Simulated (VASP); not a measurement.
Cs3Ir:

```xyz
8
Lattice="7.5895 0.0000 0.0000 -3.7947 6.5727 0.0000 0.0000 0.0000 6.0917" Properties=species:S:1:pos:R:3 pbc="T T T"
Cs    3.7947    4.3774    1.5229
Cs   -1.8936    5.4750    4.5688
Cs    1.9012    1.0976    1.5229
Cs    0.0000    2.1953    4.5688
Cs    5.6883    1.0976    1.5229
Cs    1.8936    5.4750    4.5688
Ir    0.0000    4.3818    1.5229
Ir    3.7947    2.1909    4.5688
```

| Item | Value |
| --- | --- |
| Program | VASP 6.6.1 |
| Task | relaxation of cell and atoms |
| Functional | PBE |
| Potentials or basis | VASP PAW PBE potentials, release 64 (Cs_sv, Ir) |
| Cutoff | 600 eV |
| k mesh | 3 × 3 × 4 |
| Occupations | gaussian, width 0.1 eV |
| Spin | no spin polarisation |

At the start: pressure 0.2 GPa; volume 37.98 Å³/atom.

Question: Where does the relaxation end?

Answer: Over 13 steps the energy falls by 142.0 meV/atom and the volume is 53.13 Å³/atom (+39.9 %); space group P6_3/mmc (No. 194, to 0.1 Å) before and after.

The path:
```csv
step,energy change (eV),largest force (eV/Å),pressure (GPa),volume (Å³)
1,0.0000,0.6455,0.19,303.87
2,-0.1160,0.5211,0.15,305.84
3,-0.3399,0.1656,0.20,311.76
4,-0.2240,0.7145,0.95,323.61
5,-0.3899,0.0958,0.38,315.68
6,-0.5301,0.0240,0.14,325.30
7,-0.8316,0.1066,-0.08,351.56
8,-1.0500,0.0634,0.55,389.19
9,-1.0570,0.2354,-0.50,463.23
10,-1.1000,0.1530,-0.09,425.90
11,-1.1000,0.1470,-0.04,423.46
12,-1.1328,0.0370,0.03,424.64
13,-1.1356,0.0064,0.07,425.01
```

Final structure:
```
CELL_PARAMETERS angstrom
10.20444 0.00000 0.00000
-5.10222 8.83731 0.00000
0.00000 0.00000 4.71289
ATOMIC_POSITIONS crystal
Cs 0.79519 0.59038 0.25000
Cs 0.20481 0.79519 0.75000
Cs 0.40962 0.20481 0.25000
Cs 0.20481 0.40962 0.75000
Cs 0.79519 0.20481 0.25000
Cs 0.59038 0.79519 0.75000
Ir 0.33333 0.66667 0.25000
Ir 0.66667 0.33333 0.75000
```

Caveat: the volume moved by over 15 % at a fixed basis, so the end points are rough.
